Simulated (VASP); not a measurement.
# BaTiO3 (P4mm) in VASP: a series of runs, part 2 of 2

VASP 6.6.1.

## 5. Single point, PBE (atom 2 (Ti) moved +0.083 Å along Cartesian [1 0 0])

The input, INCAR:

```
SYSTEM = BaTiO3
PREC     = Accurate       ! precision mode
ENCUT    = 520            ! plane-wave cutoff, eV
EDIFF    = 1E-6           ! SCF threshold, eV
ISMEAR   = 0              ! smearing method
SIGMA    = 0.05           ! smearing width, eV
LREAL    = .False.        ! projectors in reciprocal space
LASPH    = .True.         ! aspherical terms in the spheres
NELM     = 60             ! most SCF steps
ALGO     = Normal         ! electronic algorithm
ISIF     = 2              ! what is computed and relaxed
LWAVE    = .False.        ! write WAVECAR
LCHARG   = .False.        ! write CHGCAR
GGA      = PE             ! functional
NBANDS   = 28             ! bands
```

The input, KPOINTS:

```
Automatic mesh
0
Gamma
  8 8 8
  0 0 0
```

The input, POSCAR:

```
BaTiO3
1.0
    4.0192318613      0.0000000000      0.0000000000
    0.0000000000      4.0192318613      0.0000000000
    0.0000000000      0.0000000000      4.0192813205
Ba Ti O
1 1 3
Direct
    0.0000000000      0.0000000000      0.0000000000
    0.5207253532      0.5000000000      0.5000000000
    0.5000000000      0.5000000000      0.0000000000
    0.5000000000      0.0000000000      0.5000000000
    0.0000000000      0.5000000000      0.5000000000
```

Potentials or basis: VASP PAW PBE potentials, release 64 (Ba_sv, Ti_sv, O).

Run with:

```sh
> cat potpaw_PBE.64/Ba_sv/POTCAR potpaw_PBE.64/Ti_sv/POTCAR potpaw_PBE.64/O/POTCAR > POTCAR
> mpirun -np 1 vasp_std > vasp.out
```

OUTCAR:

```text
SYSTEM = BaTiO3
   PREC = Accurate
   ENCUT = 520
   EDIFF = 1E-6
   ISMEAR = 0
   LREAL = .False.
   LASPH = .True.
   NELM = 60
   ISIF = 2
   GGA = PE

 ion  position               nearest neighbor table
   1  0.000  0.000  0.000-   3 2.84   3 2.84   3 2.84   3 2.84   5 2.84   4 2.84   5 2.84   5 2.84
                             5 2.84   4 2.84   4 2.84   4 2.84   2 3.43   2 3.43   2 3.43   2 3.43
   2  0.521  0.500  0.500-   5 1.93   4 2.01   4 2.01   3 2.01   3 2.01   5 2.09   1 3.43   1 3.43
                             1 3.43   1 3.43   1 3.53   1 3.53   1 3.53   1 3.53
   3  0.500  0.500  0.000-   2 2.01   2 2.01   1 2.84   1 2.84   1 2.84   1 2.84
   4  0.500  0.000  0.500-   2 2.01   2 2.01   1 2.84   1 2.84   1 2.84   1 2.84
   5  0.000  0.500  0.500-   2 1.93   2 2.09   1 2.84   1 2.84   1 2.84   1 2.84

  LATTYP: Found a simple tetragonal cell.
 ALAT       =     4.0192318613
 C/A-ratio  =     1.0000123056

  Lattice vectors:

 A1 = (   4.0192318613,   0.0000000000,   0.0000000000)
 A2 = (   0.0000000000,   4.0192318613,   0.0000000000)
 A3 = (   0.0000000000,   0.0000000000,   4.0192813205)

Analysis of symmetry for initial positions (statically):
=====================================================================
 Subroutine PRICEL returns:
 Original cell was already a primitive cell.

 Routine SETGRP: Setting up the symmetry group for a
 simple tetragonal supercell.

 Subroutine GETGRP returns: Found  4 space group operations
 (whereof  4 operations were pure point group operations)
 out of a pool of 16 trial point group operations.

The static configuration has the point symmetry C_2v.

Analysis of symmetry for dynamics (positions and initial velocities):
=====================================================================
 Subroutine PRICEL returns:
 Original cell was already a primitive cell.

[... 132 lines left out ...]
     AMIX     =   0.40;   BMIX     =  1.00
     AMIX_MAG =   1.60;   BMIX_MAG =  1.00
  volume/ion in A,a.u.               =      12.99        87.63
  Fermi-wavevector in a.u.,A,eV,Ry     =   1.392996  2.632381 26.401274  1.940439
  Thomas-Fermi vector in A             =   2.516685
   LORBIT       =      0    0 simple, 1 ext, 2 COOP (PROOUT), +10 PAW based schemes
   GGA     = PE    functional components
   LHFCALC =     F    Hartree Fock is set to
   AEXX    =    0.0000 exact exchange contribution
   IVDW    =     0    specifies the selected vdW correction
   LEPSILON=     F    determine dielectric tensor
   LRPA    =     F    only Hartree local field effects (RPA)
 non-spin polarized calculation
 Gauss-broadening in eV      SIGMA  =   0.05
  energy-cutoff  :      520.00
  volume of cell :       64.93
 maximum number of plane-waves:      1775
 NGX is ok and might be reduce to    30
   NGX = 15   NGY = 15   NGZ = 15

 number of electron      39.9999978 magnetization

 Free energy of the ion-electron system (eV)
  ---------------------------------------------------
  ext. energy  EPLUGINS =         0.00000000
  ---------------------------------------------------
  free energy    TOTEN  =       -39.98331507 eV

  energy without entropy =      -39.98331507  energy(sigma->0) =      -39.98331507

 E-fermi :   3.9888     XC(G=0): -11.1921

 val. band max:        3.7584689770   @ k =   0.5000   0.5000   0.5000
 cond. band min:       5.4854619220   @ k =   0.0000   0.0000   0.0000
 fundamental gap:      1.7269929450
 Fermi energy:         3.9888204405

 k-point     1 :       0.0000    0.0000    0.0000
  band No.  band energies     occupation
      1     -52.9091      2.00000
      2     -29.1293      2.00000
      3     -29.1145      2.00000
      4     -29.1145      2.00000
      5     -21.1135      2.00000
      6     -13.1274      2.00000
[... 733 lines left out ...]
     27      11.6974      0.00000
     28      13.2772      0.00000

 [... further k-points ...]

------------------------ aborting loop because EDIFF is reached ----------------------------------------

  FORCE on cell =-STRESS in cart. coord.  units (eV):
  Direction    XX          YY          ZZ          XY          YZ          ZX
  --------------------------------------------------------------------------------------
  -------------------------------------------------------------------------------------
  Total        1.0468249      0.7396175      0.7386906      0.0000000      0.0000000      0.0000000
  in kB       25.8315294     18.2508559     18.2279832      0.0000000      0.0000000      0.0000000
  external PRESSURE =      20.7701228 kB  Pullay stress =       0.0000000 kB

 VOLUME and BASIS-vectors are now :
 -----------------------------------------------------------------------------
  energy-cutoff  :      520.00
  volume of cell :       64.93
      direct lattice vectors                 reciprocal lattice vectors
     4.019231861  0.000000000  0.000000000     0.248803760  0.000000000  0.000000000
     0.000000000  4.019231861  0.000000000     0.000000000  0.248803760  0.000000000
     0.000000000  0.000000000  4.019281321     0.000000000  0.000000000  0.248800698

 POSITION                                       TOTAL-FORCE (eV/Angst)
 -----------------------------------------------------------------------------------
      0.00000      0.00000      0.00000         0.278471      0.000000      0.000000
      2.09292      2.00962      2.00964        -0.017601      0.000000      0.000000
      2.00962      2.00962      0.00000         0.067276      0.000000      0.000000
      2.00962      0.00000      2.00964         0.067251      0.000000      0.000000
      0.00000      2.00962      2.00964        -0.395396      0.000000      0.000000
 -----------------------------------------------------------------------------------
    total drift:                                0.000051      0.000000      0.000002

  FREE ENERGIE OF THE ION-ELECTRON SYSTEM (eV)
  ---------------------------------------------------
  free  energy   TOTEN  =       -39.9833150706 eV

  energy  without entropy=      -39.9833150706  energy(sigma->0) =      -39.98331507
```

OSZICAR:

```text
N       E                     dE             d eps       ncg     rms          rms(c)
DAV:   1     0.433097265332E+03    0.43310E+03   -0.20838E+04  7000   0.154E+03
DAV:   2    -0.503582294633E+01   -0.43813E+03   -0.41753E+03  7908   0.427E+02
DAV:   3    -0.488508346755E+02   -0.43815E+02   -0.43430E+02  9784   0.133E+02
DAV:   4    -0.509175181451E+02   -0.20667E+01   -0.20624E+01 10652   0.247E+01
DAV:   5    -0.509809763723E+02   -0.63458E-01   -0.63446E-01  9440   0.326E+00    0.227E+01
DAV:   6    -0.402031936786E+02    0.10778E+02   -0.57832E+01  9860   0.659E+01    0.989E+00
DAV:   7    -0.401592186437E+02    0.43975E-01   -0.10443E+01  9256   0.233E+01    0.660E+00
DAV:   8    -0.399807178109E+02    0.17850E+00   -0.63514E-01  8544   0.694E+00    0.351E+00
DAV:   9    -0.400144365957E+02   -0.33719E-01   -0.38415E-01  9928   0.530E+00    0.164E+00
DAV:  10    -0.399873900532E+02    0.27047E-01   -0.16970E-01  8272   0.418E+00    0.547E-01
DAV:  11    -0.399833466859E+02    0.40434E-02   -0.17795E-02  8448   0.817E-01    0.154E-01
DAV:  12    -0.399833550439E+02   -0.83580E-05   -0.11873E-03  8344   0.292E-01    0.530E-02
DAV:  13    -0.399833123918E+02    0.42652E-04   -0.28342E-04  8592   0.173E-01    0.217E-02
DAV:  14    -0.399833159667E+02   -0.35748E-05   -0.42225E-05  9620   0.452E-02    0.121E-02
DAV:  15    -0.399833157756E+02    0.19104E-06   -0.15199E-05  8932   0.382E-02    0.870E-03
DAV:  16    -0.399833150706E+02    0.70505E-06   -0.18423E-06  5776   0.140E-02
   1 F= -.39983315E+02 E0= -.39983315E+02  d E =-.387340E-13
```

stdout:

```text
POSCAR found type information on POSCAR BaTiO
 POSCAR found :  3 types and       5 ions
 scaLAPACK will be used
 LDA part: xc-table for (Slater+PW92), standard interpolation
 POSCAR, INCAR and KPOINTS ok, starting setup
 FFT: planning ... GRIDC
 FFT: planning ... GRID_SOFT
 FFT: planning ... GRID
 WAVECAR not read
 entering main loop
```

It took 94 s on 1 thread of AMD EPYC 9R45 (Zen 5), shared host; peak memory 0.31 GiB.

Results:

- Free energy: -39.9833 eV
- Pressure: 2.1 GPa
- Largest force: 0.395 eV/Å
- Band gap on the k mesh: 1.73 eV (least direct gap 1.97 eV)

Forces in eV/Å, atoms in the order of the input:
```
Ba   0.278  0.000  0.000
Ti  -0.018  0.000  0.000
O    0.067  0.000  0.000
O    0.067  0.000  0.000
O   -0.395  0.000  0.000
```

Levels at points of the mesh, in eV from the valence-band top:
```tsv
k point	band 18	band 19	band 20	band 21	band 22	band 23
(0.00, 0.00, 0.00)	-0.24	-0.24	-0.24	1.73	1.85	1.85
(0.50, 0.00, 0.00)	-1.88	-0.72	-0.72	1.88	3.47	3.47
(0.00, 0.50, 0.00)	-1.71	-0.85	-0.78	2.00	3.42	3.44
(0.50, 0.50, 0.00)	-0.89	-0.88	-0.13	3.43	3.48	3.85
(0.00, 0.00, 0.50)	-1.71	-0.85	-0.78	2.00	3.42	3.44
(0.50, 0.00, 0.50)	-0.89	-0.88	-0.13	3.43	3.48	3.85
(0.00, 0.50, 0.50)	-0.97	-0.97	-0.09	3.45	3.45	3.84
(0.50, 0.50, 0.50)	-0.05	-0.05	0.00	4.07	4.08	4.08
```

Caveat: the cell differs from its parent crystal (atom 2 (Ti) moved +0.083 Å along Cartesian [1 0 0]); spin-orbit coupling is left out, which moves the levels of the heavy elements.

## 6. Overview

| cell | gap on the mesh (eV) | pressure (GPa) | largest force (eV/Å) |
| --- | --- | --- | --- |
| as given, atomic positions A | 1.73 | 2.2 | 0.43 |
| as given, atomic positions B | 1.72 | 1.9 | 0.34 |
| as given, atomic positions C | 1.72 | 1.8 | 0.19 |
| as given, atomic positions D | 1.73 | 2.1 | 0.40 |

Alike in all rows: task single point; level PBE; potentials or basis VASP PAW PBE potentials, release 64 (Ba_sv, Ti_sv, O); no spin polarisation; k mesh 8 × 8 × 8; cutoff (eV) 520; smearing gaussian 0.05 eV.

Caveats: spin-orbit coupling is left out, which moves the levels of the heavy elements.

Total energies depend on the potentials used, so only differences within one code and one set of settings carry meaning.
